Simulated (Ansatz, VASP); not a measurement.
# Sc3Al in VASP and in Ansatz

```
Sc Al
1.0
     4.37479    0.00000    0.00000
     0.00000    4.37479    0.00000
     0.00000    0.00000    4.37479
Sc Al
3 1
Direct
  0.50000 0.00000 0.50000
  0.00000 0.50000 0.50000
  0.50000 0.50000 0.00000
  0.00000 0.00000 0.00000
```

Alike in both runs: functional PBEsol; k mesh 10 × 10 × 10; occupations gaussian, width 0.1 eV; no spin polarisation.

Ansatz relaxed the structure, and its values are those at the end. VASP's run is a single point on that final structure, the one shown.

```csv
,VASP,Ansatz
version,VASP 6.6.1,Ansatz 0.2.0
potentials or method,"VASP PAW PBE potentials, release 64 (Sc_sv, Al), cutoff 520 eV","scalar-relativistic, plane waves, PAW"
valence electrons in the cell,36,36
```

|  | VASP | Ansatz | Ansatz less VASP |
| --- | --- | --- | --- |
| gap on the k mesh at the Fermi level (eV) | none | none | - |
| pressure (GPa) | 0.1 | 0.0 | -0.08 |

VASP's potentials were made for PBE, not for PBEsol. A gap of «none» marks a metal or a gap that the smearing closes. The functional is the same, so the differences come from potentials, cutoffs and numerics.
